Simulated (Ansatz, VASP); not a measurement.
**One calculation of FeGe, two programs**

```
CELL_PARAMETERS angstrom
4.55406 0.00000 0.00000
0.00000 4.55406 0.00000
0.00000 0.00000 4.55406
ATOMIC_POSITIONS crystal
Fe 0.13515 0.13515 0.13515
Fe 0.36485 0.86485 0.63515
Fe 0.63515 0.36485 0.86485
Fe 0.86485 0.63515 0.36485
Ge 0.83895 0.83895 0.83895
Ge 0.66105 0.16105 0.33895
Ge 0.33895 0.66105 0.16105
Ge 0.16105 0.33895 0.66105
```

Alike in both runs: functional PBEsol; k mesh 10 × 10 × 10; occupations gaussian, width 0.03 eV; no spin polarisation.

Ansatz relaxed the structure, and its values are those at the end. VASP's run is a single point on that final structure, the one shown.

|  | VASP | Ansatz |
| --- | --- | --- |
| version | VASP 6.6.1 | Ansatz 0.2.0 |
| potentials or method | VASP PAW PBE potentials, release 64 (Fe, Ge_d), cutoff 520 eV | scalar-relativistic, plane waves, PAW |
| valence electrons in the cell | 88 | 120 |

Ansatz gave:

| Item | Value |
| --- | --- |
| gap on the k mesh at the Fermi level (eV) | 0.11 |
| least direct gap on the mesh (eV) | 0.13 |
| pressure (GPa) | 3.2 |
| rms of the force components (eV/Å) | 0.000 |

**Question.** Estimate VASP's values.

**Answer.** gap on the k mesh at the Fermi level (eV): 0.10; least direct gap on the mesh (eV): 0.13; pressure (GPa): 3.7; rms of the force components (eV/Å): 0.012.

VASP's potentials were made for PBE, not for PBEsol. VASP's potentials hold 88 valence electrons a cell and Ansatz's 120, so a difference there can come from the potentials and not from the codes. Ansatz's warnings: stress scf threshold loose.
